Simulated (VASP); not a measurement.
# BiAu (zincblende type) (F-43m) in VASP: electric field gradients with PBE

Aim: the electric field gradients of BiAu (zincblende type) with PBE.

All numbers are computed with VASP 6.6.1; they aren't measurements. Logs are shortened: lines on timing, memory, paths and dates and some standing lists are left out, and cuts for length are marked.

### 1 The cell of the first run

Symmetry: F-43m, No. 216, cubic system. The conventional cell has a = 6.457 Å, b = 6.457 Å, c = 6.457 Å, α = 90.00°, β = 90.00°, γ = 90.00°. Within 3.7 Å of Au (site symmetry -43m) lie 4 Bi at 2.80 Å. Bi (site symmetry -43m) has 4 Au at 2.80 Å within 3.7 Å.

### 2 Electric field gradients, PBE, non-collinear spin, zero start, spin-orbit coupling

INCAR

```
SYSTEM = BiAu
PREC = Accurate
ENCUT = 520
EDIFF = 1E-8
ISMEAR = -1
SIGMA = 0.05
LREAL = .False.
LASPH = .True.
NELM = 150
ALGO = Normal
ISIF = 2
LWAVE = .False.
LCHARG = .False.
MAGMOM = 0 0 0 0 0 0
LORBIT = 11
LSORBIT = .True.
GGA_COMPAT = .False.
LORBMOM = .True.
LMAXMIX = 4
GGA = PE
LEFG = .True.
NBANDS = 38
```

KPOINTS

```
Automatic mesh
0
Gamma
  11 11 11
  0 0 0
```

POSCAR

```
BiAu
1.0
    0.0000000000      3.2283726352      3.2283726352
    3.2283726352      0.0000000000      3.2283726352
    3.2283726352      3.2283726352      0.0000000000
Au Bi
1 1
Direct
    0.0000000000      0.0000000000      0.0000000000
    0.2500000000      0.2500000000      0.2500000000
```

Potentials or basis: VASP PAW PBE potentials, release 64 (Au, Bi_d).

Command:

```console
cat potpaw_PBE.64/Au/POTCAR potpaw_PBE.64/Bi_d/POTCAR > POTCAR
mpirun -np 1 vasp_ncl > vasp.out
```

OUTCAR:

```text
SYSTEM = BiAu
   PREC = Accurate
   ENCUT = 520
   EDIFF = 1E-8
   ISMEAR = -1
   LREAL = .False.
   LASPH = .True.
   NELM = 150
   ISIF = 2
   LORBIT = 11
   LSORBIT = .True.
   GGA = PE

 ion  position               nearest neighbor table
   1  0.000  0.000  0.000-   2 2.80   2 2.80   2 2.80   2 2.80
   2  0.250  0.250  0.250-   1 2.80   1 2.80   1 2.80   1 2.80

  LATTYP: Found a face centered cubic cell.
 ALAT       =     6.4567452704

  Lattice vectors:

 A1 = (   0.0000000000,   3.2283726352,   3.2283726352)
 A2 = (   3.2283726352,   0.0000000000,   3.2283726352)
 A3 = (   3.2283726352,   3.2283726352,   0.0000000000)

Analysis of symmetry for initial positions (statically):
=====================================================================
 Subroutine PRICEL returns:
 Original cell was already a primitive cell.

 Routine SETGRP: Setting up the symmetry group for a
 face centered cubic supercell.

 Subroutine GETGRP returns: Found 24 space group operations
 (whereof 24 operations were pure point group operations)
 out of a pool of 48 trial point group operations.

The static configuration has the point symmetry T_d .

Analysis of symmetry for dynamics (positions and initial velocities):
=====================================================================
 Subroutine PRICEL returns:
 Original cell was already a primitive cell.

 Routine SETGRP: Setting up the symmetry group for a
 face centered cubic supercell.

 Subroutine GETGRP returns: Found 24 space group operations
 (whereof 24 operations were pure point group operations)
 out of a pool of 48 trial point group operations.

The dynamic configuration has the point symmetry T_d .

Analysis of structural, dynamic, and magnetic symmetry:
=====================================================================
 Subroutine PRICEL returns:
 Original cell was already a primitive cell.

 Routine SETGRP: Setting up the symmetry group for a
 face centered cubic supercell.

 Subroutine GETGRP returns: Found 24 space group operations
 (whereof 24 operations were pure point group operations)
 out of a pool of 48 trial point group operations.

The overall configuration has the point symmetry T_d .

 Subroutine INISYM returns: Found 24 space group operations
 (whereof 24 operations are pure point group operations),
 and found     1 'primitive' translations

----------------------------------------------------------------------------------------

                                     Primitive cell

  volume of cell :      67.2947

  direct lattice vectors                    reciprocal lattice vectors
     0.000000000  3.228372635  3.228372635    -0.154876793  0.154876793  0.154876793
     3.228372635  0.000000000  3.228372635     0.154876793 -0.154876793  0.154876793
     3.228372635  3.228372635  0.000000000     0.154876793  0.154876793 -0.154876793

  length of vectors
     4.565608365  4.565608365  4.565608365     0.268254474  0.268254474  0.268254474

  position of ions in fractional coordinates (direct lattice)
     0.000000000  0.000000000  0.000000000
     0.250000000  0.250000000  0.250000000

  ion indices of the primitive-cell ions
   primitive index   ion index
                 1           1
                 2           2

----------------------------------------------------------------------------------------

 KPOINTS: Automatic mesh

Automatic generation of k-mesh.
 Grid dimensions read from file:
 generate k-points for:   11   11   11

 Generating k-lattice:

  Cartesian coordinates                     Fractional coordinates (reciprocal lattice)
    -0.014079708  0.014079708  0.014079708     0.090909091  0.000000000  0.000000000
[... 1113 lines left out ...]
  external PRESSURE =       1.7382372 kB  Pullay stress =       0.0000000 kB

 VOLUME and BASIS-vectors are now :
 -----------------------------------------------------------------------------
  energy-cutoff  :      520.00
  volume of cell :       67.29
      direct lattice vectors                 reciprocal lattice vectors
     0.000000000  3.228372635  3.228372635    -0.154876793  0.154876793  0.154876793
     3.228372635  0.000000000  3.228372635     0.154876793 -0.154876793  0.154876793
     3.228372635  3.228372635  0.000000000     0.154876793  0.154876793 -0.154876793

 POSITION                                       TOTAL-FORCE (eV/Angst)
 -----------------------------------------------------------------------------------
      0.00000      0.00000      0.00000         0.000000      0.000000      0.000000
      1.61419      1.61419      1.61419        -0.000000     -0.000000     -0.000000
 -----------------------------------------------------------------------------------
    total drift:                                0.000000      0.000000      0.000000

  FREE ENERGIE OF THE ION-ELECTRON SYSTEM (eV)
  ---------------------------------------------------
  free  energy   TOTEN  =        -7.6999563685 eV

  energy  without entropy=       -7.6890749216  energy(sigma->0) =       -7.69451565

 Electric field gradients (V/A^2)
---------------------------------------------------------------------
 ion       V_xx      V_yy      V_zz      V_xy      V_xz      V_yz
---------------------------------------------------------------------
   1       0.000     0.000    -0.000    -0.000    -0.000    -0.000
   2       0.000     0.000    -0.000     0.000     0.000     0.000
---------------------------------------------------------------------

 Electric field gradients after diagonalization (V/A^2)
 (convention: |V_zz| > |V_xx| > |V_yy|)
----------------------------------------------------------------------
 ion       V_xx      V_yy      V_zz     asymmetry (V_yy - V_xx)/ V_zz
----------------------------------------------------------------------
   1       0.000     0.000    -0.000       0.000
   2      -0.000    -0.000     0.000       0.000
----------------------------------------------------------------------

           NMR quadrupolar parameters

 Cq : quadrupolar parameter    Cq=e*Q*V_zz/h
 eta: asymmetry parameters     (V_yy - V_xx)/ V_zz
 Q  : nuclear electric quadrupole moment in mb (millibarn)
----------------------------------------------------------------------
 ion       Cq(MHz)       eta       Q (mb)
----------------------------------------------------------------------
   1      -0.000       0.000       1.000
   2       0.000       0.000       1.000
----------------------------------------------------------------------

 orbital moment (x)

 # of ion     p       d       tot
 ----------------------------------------
  1         0.000   0.000   0.000
  2        -0.000  -0.000  -0.000
 ----------------------------------------
           -0.000   0.000   0.000

 orbital moment (y)

 # of ion     p       d       tot
 ----------------------------------------
  1         0.000  -0.000  -0.000
  2        -0.000   0.000   0.000
 ----------------------------------------
            0.000  -0.000  -0.000

 orbital moment (z)

 # of ion     p       d       tot
 ----------------------------------------
  1        -0.000   0.000   0.000
  2         0.000   0.000   0.000
 ----------------------------------------
           -0.000   0.000   0.000

 Spin-Orbit-Coupling matrix elements

 Ion:    1  E_soc:     -0.5218467
 l=   1
     0.0000000    -0.0268579    -0.0268579
    -0.0268579     0.0000000    -0.0268579
    -0.0268579    -0.0268579     0.0000000
 l=   2
     0.0000000    -0.0116429     0.0000000    -0.0116429    -0.0484737
    -0.0116429     0.0000000    -0.0363553    -0.0116429    -0.0121184
     0.0000000    -0.0363553     0.0000000    -0.0363553     0.0000000
    -0.0116429    -0.0116429    -0.0363553     0.0000000    -0.0121184
    -0.0484737    -0.0121184     0.0000000    -0.0121184     0.0000000
 l=   3
     0.0000000     0.0000000     0.0000000     0.0000000     0.0000000     0.0000000     0.0000000
     0.0000000     0.0000000     0.0000000     0.0000000     0.0000000     0.0000000     0.0000000
     0.0000000     0.0000000     0.0000000     0.0000000     0.0000000     0.0000000     0.0000000
     0.0000000     0.0000000     0.0000000     0.0000000     0.0000000     0.0000000     0.0000000
     0.0000000     0.0000000     0.0000000     0.0000000     0.0000000     0.0000000     0.0000000
     0.0000000     0.0000000     0.0000000     0.0000000     0.0000000     0.0000000     0.0000000
     0.0000000     0.0000000     0.0000000     0.0000000     0.0000000     0.0000000     0.0000000

 Ion:    2  E_soc:     -1.5865996
 l=   1
     0.0000000    -0.1981474    -0.1981474
    -0.1981474     0.0000000    -0.1981474
    -0.1981474    -0.1981474     0.0000000
 l=   2
     0.0000000    -0.0136006     0.0000000    -0.0136006    -0.0526852
    -0.0136006     0.0000000    -0.0395139    -0.0136006    -0.0131713
     0.0000000    -0.0395139     0.0000000    -0.0395139     0.0000000
    -0.0136006    -0.0136006    -0.0395139     0.0000000    -0.0131713
    -0.0526852    -0.0131713     0.0000000    -0.0131713     0.0000000
 l=   3
     0.0000000     0.0000000     0.0000000     0.0000000     0.0000000     0.0000000     0.0000000
     0.0000000     0.0000000     0.0000000     0.0000000     0.0000000     0.0000000     0.0000000
     0.0000000     0.0000000     0.0000000     0.0000000     0.0000000     0.0000000     0.0000000
     0.0000000     0.0000000     0.0000000     0.0000000     0.0000000     0.0000000     0.0000000
     0.0000000     0.0000000     0.0000000     0.0000000     0.0000000     0.0000000     0.0000000
     0.0000000     0.0000000     0.0000000     0.0000000     0.0000000     0.0000000     0.0000000
     0.0000000     0.0000000     0.0000000     0.0000000     0.0000000     0.0000000     0.0000000

 total charge

# of ion       s       p       d       tot
------------------------------------------
    1        0.680   0.292   8.715   9.687
    2        1.501   1.326   9.939  12.767
--------------------------------------------------
tot          2.182   1.619  18.653  22.454

 magnetization (x)

# of ion       s       p       d       tot
------------------------------------------
    1       -0.000   0.000   0.000  -0.000
    2        0.000   0.000  -0.000   0.000
--------------------------------------------------
tot         -0.000   0.000  -0.000  -0.000

 magnetization (y)

# of ion       s       p       d       tot
------------------------------------------
    1       -0.000   0.000  -0.000  -0.000
    2        0.000   0.000   0.000   0.000
--------------------------------------------------
tot         -0.000   0.000  -0.000  -0.000

 magnetization (z)

# of ion       s       p       d       tot
------------------------------------------
    1       -0.000   0.000   0.000  -0.000
    2       -0.000   0.000   0.000   0.000
--------------------------------------------------
tot         -0.000   0.000   0.000  -0.000
```

It took 4.8 min on 1 thread of Intel Xeon 6975P-C (Granite Rapids), shared host; peak memory 0.59 GiB.

What came out:

```
Free energy                                           : -7.7000 eV
Pressure                                              : 0.2 GPa
Net moment                                            : 0.00 μB per cell
Valence electrons inside the program's atomic spheres : Au 9.69; Bi 12.77
```

Moments on the atoms (μB; x, y, z):
```
Au  0.00 0.00 0.00
Bi  0.00 0.00 0.00
```

Caveat: without QUAD_EFG the Cq values of the log hold for a quadrupole moment of 1 mb, not for the nuclei.
